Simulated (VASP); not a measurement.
# YB2As3 (C2/m) in VASP: single point with r2SCAN

Aim: the single point of YB2As3 with r2SCAN.

All numbers are computed with VASP 6.6.1; they aren't measurements. Logs are shortened: lines on timing, memory, paths and dates and some standing lists are left out, and cuts for length are marked.

## (1) The cell of the first run

Symmetry: C2/m, No. 12, monoclinic system. The conventional cell has a = 5.827 Å, b = 10.082 Å, c = 3.325 Å, α = 90.00°, β = 90.38°, γ = 90.00°. B (site symmetry 2) has 6 As at 2.35 to 2.37 Å within 3.1 Å. Within 4.4 Å of Y (site symmetry 2/m) lie 2 Y at 3.32 Å and 12 As at 3.34 to 3.36 Å and 6 B at 3.35 to 3.37 Å. As (site symmetry -1) has 4 B at 2.35 to 2.37 Å and 4 As at 2.91 Å within 3.1 Å. As (site symmetry 2/m) has 4 B at 2.37 Å and 4 As at 2.91 Å within 3.1 Å.

## (2) Single point, r2SCAN

Input file POSCAR:

```
YB2As3
1.0
    2.9136330000      5.0409280000      0.0000000000
    2.9136330000     -5.0409280000      0.0000000000
    0.0220450000      0.0000000000     -3.3244270000
B Y As
2 1 3
Direct
    0.3320000000      0.6680000000      0.0000000000
    0.6680000000      0.3320000000      0.0000000000
    0.0000000000      0.0000000000      0.0000000000
    0.5000000000      0.0000000000      0.5000000000
    0.0000000000      0.5000000000      0.5000000000
    0.5000000000      0.5000000000      0.5000000000
```

Input file INCAR.step1:

```
SYSTEM = YB2As3
PREC = Accurate
ENCUT = 520
ISMEAR = 0
SIGMA = 0.1027
LREAL = .False.
LASPH = .True.
NELM = 100
NBANDS = 25
GGA = PE
ALGO = Normal
EDIFF = 1E-4
LWAVE = .True.
LCHARG = .False.
```

Input file INCAR.step2:

```
SYSTEM = YB2As3
PREC = Accurate
ENCUT = 520
EDIFF = 1E-7
ISMEAR = 0
SIGMA = 0.1027
LREAL = .False.
LASPH = .True.
NELM = 100
ALGO = Normal
ISIF = 2
LWAVE = .False.
LCHARG = .False.
METAGGA = R2SCAN
LMIXTAU = .True.
NBANDS = 25
ISTART = 1
```

Input file KPOINTS:

```
Automatic mesh
0
Gamma
  5 5 8
  0 0 0
```

Potentials or basis: VASP PAW PBE potentials, release 64 (B, Y_sv, As).

Started as:

```sh
cat potpaw_PBE.64/B/POTCAR potpaw_PBE.64/Y_sv/POTCAR potpaw_PBE.64/As/POTCAR > POTCAR
cp INCAR.step1 INCAR
mpirun -np 1 vasp_std > vasp.out
cp INCAR.step2 INCAR
mpirun -np 1 vasp_std > vasp.out
```

OUTCAR:

```text
SYSTEM = YB2As3
   PREC = Accurate
   ENCUT = 520
   EDIFF = 1E-7
   ISMEAR = 0
   LREAL = .False.
   LASPH = .True.
   NELM = 100
   ISIF = 2
   METAGGA = R2SCAN
   ISTART = 1

 ion  position               nearest neighbor table
   1  0.332  0.668  0.000-   5 2.35   4 2.35   4 2.37   5 2.37   6 2.37   6 2.37
   2  0.668  0.332  0.000-   4 2.35   5 2.35   4 2.37   5 2.37   6 2.37   6 2.37
   3  0.000  0.000  0.000-   6 3.34   6 3.34   4 3.35   5 3.35   4 3.35   5 3.35   5 3.36   4 3.36
                             4 3.36   5 3.36   6 3.36   6 3.36
   4  0.500  0.000  0.500-   1 2.35   2 2.35   1 2.37   2 2.37   6 2.91   6 2.91   5 2.91   5 2.91
                             3 3.35   3 3.35   3 3.36   3 3.36
   5  0.000  0.500  0.500-   2 2.35   1 2.35   1 2.37   2 2.37   6 2.91   6 2.91   4 2.91   4 2.91
                             3 3.35   3 3.35   3 3.36   3 3.36
   6  0.500  0.500  0.500-   1 2.37   2 2.37   1 2.37   2 2.37   4 2.91   5 2.91   4 2.91   5 2.91
                             3 3.34   3 3.34   3 3.36   3 3.36

  LATTYP: Found a base centered monoclinic cell.
 ALAT       =     5.8272660000
 B/A-ratio  =     1.7301176916
 C/A-ratio  =     0.5705076947
 COS(beta)  =    -0.0066310722

  Lattice vectors:

 A1 = (  -2.9136330000,  -5.0409280000,   0.0000000000)
 A2 = (  -2.9136330000,   5.0409280000,   0.0000000000)
 A3 = (   0.0220450000,   0.0000000000,  -3.3244270000)

Analysis of symmetry for initial positions (statically):
=====================================================================
 Subroutine PRICEL returns:
 Original cell was already a primitive cell.

 Routine SETGRP: Setting up the symmetry group for a
 base centered monoclinic supercell.

 Subroutine GETGRP returns: Found  4 space group operations
 (whereof  4 operations were pure point group operations)
 out of a pool of  4 trial point group operations.

The static configuration has the point symmetry C_2h.

Analysis of symmetry for dynamics (positions and initial velocities):
=====================================================================
 Subroutine PRICEL returns:
 Original cell was already a primitive cell.

 Routine SETGRP: Setting up the symmetry group for a
 base centered monoclinic supercell.

 Subroutine GETGRP returns: Found  4 space group operations
 (whereof  4 operations were pure point group operations)
 out of a pool of  4 trial point group operations.

The dynamic configuration has the point symmetry C_2h.

 Subroutine INISYM returns: Found  4 space group operations
 (whereof  4 operations are pure point group operations),
 and found     1 'primitive' translations

----------------------------------------------------------------------------------------

                                     Primitive cell

  volume of cell :      97.6545

  direct lattice vectors                    reciprocal lattice vectors
     2.913633000  5.040928000  0.000000000     0.171607062  0.099188086  0.001137964
     2.913633000 -5.040928000  0.000000000     0.171607062 -0.099188086  0.001137964
     0.022045000  0.000000000 -3.324427000     0.000000000  0.000000000 -0.300803717

  length of vectors
     5.822388888  5.822388888  3.324500092     0.198213408  0.198213408  0.300803717

  position of ions in fractional coordinates (direct lattice)
     0.332000000  0.668000000  0.000000000
     0.668000000  0.332000000  0.000000000
     0.000000000  0.000000000  0.000000000
     0.500000000  1.000000000  0.500000000
     1.000000000  0.500000000  0.500000000
     0.500000000  0.500000000  0.500000000

  ion indices of the primitive-cell ions
   primitive index   ion index
                 1           1
                 2           2
                 3           3
                 4           4
                 5           5
                 6           6

----------------------------------------------------------------------------------------

 KPOINTS: Automatic mesh

Automatic generation of k-mesh.
 Grid dimensions read from file:
 generate k-points for:    5    5    8

 Generating k-lattice:

  Cartesian coordinates                     Fractional coordinates (reciprocal lattice)
     0.034321412  0.019837617  0.000227593     0.200000000 -0.000000000 -0.000000000
     0.034321412 -0.019837617  0.000227593    -0.000000000  0.200000000 -0.000000000
     0.000000000  0.000000000 -0.037600465     0.000000000  0.000000000  0.125000000

  Length of vectors
     0.039642682  0.039642682  0.037600465

  Shift w.r.t. Gamma in fractional coordinates (k-lattice)
     0.000000000  0.000000000  0.000000000

 Subroutine IBZKPT returns following result:
 ===========================================

 Found     63 irreducible k-points:

 Following reciprocal coordinates:
            Coordinates               Weight
  0.000000  0.000000  0.000000      1.000000
  0.200000  0.000000  0.000000      4.000000
  0.400000  0.000000 -0.000000      4.000000
  0.200000  0.200000  0.000000      2.000000
  0.400000  0.200000  0.000000      4.000000
 -0.400000  0.200000  0.000000      4.000000
[... 16 lines left out ...]
 -0.200000 -0.400000  0.125000      4.000000
 -0.200000 -0.200000  0.125000      2.000000
 [... further k-points ...]
   k-points           NKPTS =     63   k-points in BZ     NKDIM =     63   number of bands    NBANDS=     25
   number of dos      NEDOS =    301   number of ions     NIONS =      6
   total plane-waves  NPLWV =  64512
   dimension x,y,z NGX =    48 NGY =   48 NGZ =   28
   dimension x,y,z NGXF=    96 NGYF=   96 NGZF=   56
   ions per type =               2   1   3
   NGX,Y,Z   is equivalent  to a cutoff of  13.71, 13.71, 14.00 a.u.
   NGXF,Y,Z  is equivalent  to a cutoff of  27.41, 27.41, 28.00 a.u.
 SYSTEM =  YB2As3
   PREC   = accura    normal or accurate (medium, high low for compatibility)
   ISTART =      1    job   : 0-new  1-cont  2-samecut
   ICHARG =      0    charge: 1-file 2-atom 10-const
   ISPIN  =      1    spin polarized calculation?
   LNONCOLLINEAR =      F non collinear calculations
   LSORBIT =      F    spin-orbit coupling
   LASPH  =      T    aspherical Exc in radial PAW
   ENCUT  =  520.0 eV  38.22 Ry    6.18 a.u.  10.83 10.83  6.18*2*pi/ulx,y,z
   NELM   =    100;   NELMIN=  2; NELMDL=  0     # of ELM steps
   EDIFF  = 0.1E-06   stopping-criterion for ELM
   LREAL  =      F    real-space projection
   EDIFFG = 0.1E-05   stopping-criterion for IOM
   NSW    =      0    number of steps for IOM
   IBRION =     -1    ionic relax: 0-MD 1-quasi-New 2-CG
   NFREE  =      0    steps in history (QN), initial steepest desc. (CG)
   ISIF   =      2    stress and relaxation
   ISYM   =      2    0-nonsym 1-usesym 2-fastsym
   POTIM  = 0.5000    time-step for ionic-motion
   TEBEG  =    0.0;   TEEND  =   0.0 temperature during run
   PSTRESS=    0.0 pullay stress
   NELECT =      32.0000    total number of electrons
   NUPDOWN=      -1.0000    fix difference up-down
   EMIN   =  10.00;   EMAX   =-10.00  energy-range for DOS
   EFERMI =   0.00;   METHOD = LEGACY
   ISMEAR =     0;   SIGMA  =   0.10  broadening in eV -4-tet -1-fermi 0-gaus
   EFERMI_NEDOS =   21; number of points for ismear=-14 and -15
   IALGO  =     38    algorithm
   IMIX   =      4    mixing-type and parameters
     AMIX     =   0.40;   BMIX     =  1.00
     AMIX_MAG =   1.60;   BMIX_MAG =  1.00
  volume/ion in A,a.u.               =      16.28       109.83
  Fermi-wavevector in a.u.,A,eV,Ry     =   1.128654  2.132847 17.331912  1.273860
  Thomas-Fermi vector in A             =   2.265345
   LORBIT       =      0    0 simple, 1 ext, 2 COOP (PROOUT), +10 PAW based schemes
   METAGGA = R2SCAN    functional components
   LHFCALC =     F    Hartree Fock is set to
   AEXX    =    0.0000 exact exchange contribution
   IVDW    =     0    specifies the selected vdW correction
   LEPSILON=     F    determine dielectric tensor
   LRPA    =     F    only Hartree local field effects (RPA)
 non-spin polarized calculation
 Gauss-broadening in eV      SIGMA  =   0.10
  energy-cutoff  :      520.00
  volume of cell :       97.65
 maximum number of plane-waves:      2645
 NGX is ok and might be reduce to    48
   NGX = 21   NGY = 21   NGZ = 13

 number of electron      31.9999999 magnetization

 Free energy of the ion-electron system (eV)
  ---------------------------------------------------
  ext. energy  EPLUGINS =         0.00000000
  ---------------------------------------------------
  free energy    TOTEN  =       -75.84762194 eV

  energy without entropy =      -75.82320968  energy(sigma->0) =      -75.83541581

 E-fermi :   6.2622     XC(G=0): -11.4364

 val. band max:        6.2592839609   @ k =  -0.2000  -0.2000   0.3750
 cond. band min:       6.2809928015   @ k =  -0.4000   0.2000   0.1250
 fundamental gap:      0.0217088406
 Fermi energy:         6.2621948950

 k-point     1 :       0.0000    0.0000    0.0000
  band No.  band energies     occupation
      1     -38.7424      2.00000
      2     -18.0939      2.00000
      3     -18.0916      2.00000
      4     -17.7057      2.00000
      5      -9.5119      2.00000
      6      -5.3097      2.00000
[... 17 lines left out ...]
     24       9.6850      0.00000
     25      10.0735      0.00000

 k-point     2 :       0.2000    0.0000    0.0000
  band No.  band energies     occupation
      1     -38.7423      2.00000
      2     -18.0973      2.00000
      3     -18.0929      2.00000
      4     -17.7056      2.00000
      5      -9.3102      2.00000
      6      -6.3426      2.00000
[... 17 lines left out ...]
     24       9.9803      0.00000
     25      10.1779      0.00000

 k-point     3 :       0.4000    0.0000   -0.0000
  band No.  band energies     occupation
      1     -38.7423      2.00000
      2     -18.1032      2.00000
      3     -18.0945      2.00000
      4     -17.7054      2.00000
      5      -8.7844      2.00000
      6      -7.4873      2.00000
[... 17 lines left out ...]
     24      10.4039      0.00000
     25      10.9581      0.00000

 k-point     4 :       0.2000    0.2000    0.0000
  band No.  band energies     occupation
      1     -38.7423      2.00000
      2     -18.1015      2.00000
      3     -18.0948      2.00000
      4     -17.7054      2.00000
      5      -8.9330      2.00000
      6      -7.2118      2.00000
[... 17 lines left out ...]
     24      10.3265      0.00000
     25      11.1009      0.00000

 k-point     5 :       0.4000    0.2000    0.0000
  band No.  band energies     occupation
      1     -38.7423      2.00000
      2     -18.1030      2.00000
      3     -18.0970      2.00000
      4     -17.7053      2.00000
      5      -8.4468      2.00000
      6      -7.8943      2.00000
[... 17 lines left out ...]
     24      10.1863      0.00000
     25      12.0815      0.00000

 k-point     6 :      -0.4000    0.2000    0.0000
  band No.  band energies     occupation
      1     -38.7423      2.00000
      2     -18.1002      2.00000
      3     -18.0962      2.00000
      4     -17.7054      2.00000
      5      -8.9373      2.00000
      6      -7.1907      2.00000
[... 17 lines left out ...]
     24      10.3206      0.00000
     25      11.0881      0.00000
[... 393 lines left out ...]
 k-point    21 :      -0.2000    0.4000    0.1250
  band No.  band energies     occupation
      1     -38.7339      2.00000
      2     -18.0884      2.00000
      3     -18.0848      2.00000
      4     -17.7998      2.00000
      5      -8.7613      2.00000
      6      -7.0095      2.00000
[... 17 lines left out ...]
     24      10.4806      0.00000
     25      10.6365      0.00000

 k-point    22 :      -0.4000   -0.4000    0.1250
  band No.  band energies     occupation
      1     -38.7339      2.00000
      2     -18.0893      2.00000
      3     -18.0873      2.00000
      4     -17.7996      2.00000
      5      -8.2967      2.00000
      6      -7.6818      2.00000
[... 17 lines left out ...]
     24      10.7728      0.00000
     25      11.0890      0.00000

 k-point    23 :      -0.2000   -0.4000    0.1250
  band No.  band energies     occupation
      1     -38.7339      2.00000
      2     -18.0911      2.00000
      3     -18.0855      2.00000
      4     -17.7996      2.00000
      5      -8.2746      2.00000
      6      -7.7166      2.00000
[... 17 lines left out ...]
     24      10.7348      0.00000
     25      11.1171      0.00000

 k-point    24 :      -0.2000   -0.2000    0.1250
  band No.  band energies     occupation
      1     -38.7339      2.00000
      2     -18.0897      2.00000
      3     -18.0834      2.00000
      4     -17.7998      2.00000
      5      -8.7517      2.00000
      6      -7.0388      2.00000
[... 17 lines left out ...]
     24      10.4676      0.00000
     25      10.7182      0.00000

 [... further k-points ...]
[... 5 lines left out ...]
  --------------------------------------------------------------------------------------
  -------------------------------------------------------------------------------------
  Total       -0.3740904     -0.7058260     -4.7415666      0.0000000      0.0000000      0.0836564
  in kB       -6.1375487    -11.5802011    -77.7929606      0.0000000      0.0000000      1.3725164
  external PRESSURE =     -31.8369035 kB  Pullay stress =       0.0000000 kB

 VOLUME and BASIS-vectors are now :
 -----------------------------------------------------------------------------
  energy-cutoff  :      520.00
  volume of cell :       97.65
      direct lattice vectors                 reciprocal lattice vectors
     2.913633000  5.040928000  0.000000000     0.171607062  0.099188086  0.001137964
     2.913633000 -5.040928000  0.000000000     0.171607062 -0.099188086  0.001137964
     0.022045000  0.000000000 -3.324427000     0.000000000  0.000000000 -0.300803717

 POSITION                                       TOTAL-FORCE (eV/Angst)
 -----------------------------------------------------------------------------------
      2.91363     -1.69375      0.00000        -0.000000      0.014676      0.000000
      2.91363      1.69375      0.00000         0.000000     -0.014676      0.000000
      0.00000      0.00000      0.00000         0.000000     -0.000000      0.000000
      1.46784      2.52046     -1.66221         0.000000     -0.000000      0.000000
      1.46784     -2.52046     -1.66221         0.000000     -0.000000      0.000000
      2.92466      0.00000     -1.66221         0.000000     -0.000000      0.000000
 -----------------------------------------------------------------------------------
    total drift:                               -0.000000      0.000000      0.000000

  FREE ENERGIE OF THE ION-ELECTRON SYSTEM (eV)
  ---------------------------------------------------
  free  energy   TOTEN  =       -75.8476219446 eV

  energy  without entropy=      -75.8232096819  energy(sigma->0) =      -75.83541581
```

Wall time 16 min (1 thread of Oxide Virtual Turin-like, shared host); peak memory 0.35 GiB.

What came out:

- Free energy: -75.8476 eV
- Pressure: -3.2 GPa
- Largest force: 0.015 eV/Å
- Band gap on the k mesh: zero (band 16 reaches 7.41 eV, above the bottom of band 17 at 5.71 eV)

Forces on the atoms (eV/Å):
```
B    0.000  0.015  0.000
B    0.000 -0.015  0.000
Y    0.000  0.000  0.000
As   0.000  0.000  0.000
As   0.000  0.000  0.000
As   0.000  0.000  0.000
```

Levels at points of the mesh, in eV from the Fermi level:
```csv
k point,band 13,band 14,band 15,band 16,band 17,band 18,band 19,band 20
"(0.00, 0.00, 0.00)",0.49,0.66,1.04,1.13,1.67,1.70,1.78,2.06
"(0.00, 0.00, 0.50)",-4.73,-4.73,-0.40,-0.33,1.48,2.63,2.66,3.15
```

Caveat: the PAW data sets were made with another functional, which shifts forces and pressure a little.
